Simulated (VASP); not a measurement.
Here is a VASP 6.6.1 calculation.

Contents of INCAR:

```
SYSTEM = PbO3
ALGO = Normal
EDIFF = 1E-7
ENCUT = 520
GGA = PE
ISIF = 2
ISMEAR = -1
LASPH = .True.
LCHARG = .False.
LREAL = .False.
LWAVE = .False.
NBANDS = 24
NELM = 100
PREC = Accurate
SIGMA = 0.06122561905347299
```

Contents of KPOINTS:

```
k-points
0
Gamma
  13 13 13
  0 0 0
```

POSCAR

```
PbO3
1.0
    4.3804881311      0.0000000000      0.0000000000
    0.0000000000      4.3804881311      0.0000000000
    0.0000000000      0.0000000000      4.3804881311
Pb O
1 3
Direct
    0.0000000000      0.0000000000      0.0000000000
    0.5000000000      0.0000000000      0.0000000000
    0.0000000000      0.5000000000      0.0000000000
    0.0000000000      0.0000000000      0.5000000000
```

Potentials or basis: VASP PAW PBE potentials, release 64 (Pb_d, O).

Command:

```bash
$ cat potpaw_PBE.64/Pb_d/POTCAR potpaw_PBE.64/O/POTCAR > POTCAR
$ mpirun -np 1 vasp_std > vasp.out
```

What does it give for the pressure?

-3.2 GPa.

Estimate the band gap on the k mesh.

zero (band 16 reaches -1.10 eV, above the bottom of band 17 at -1.72 eV).

Caveat: spin-orbit coupling is left out, which moves the levels of the heavy elements.
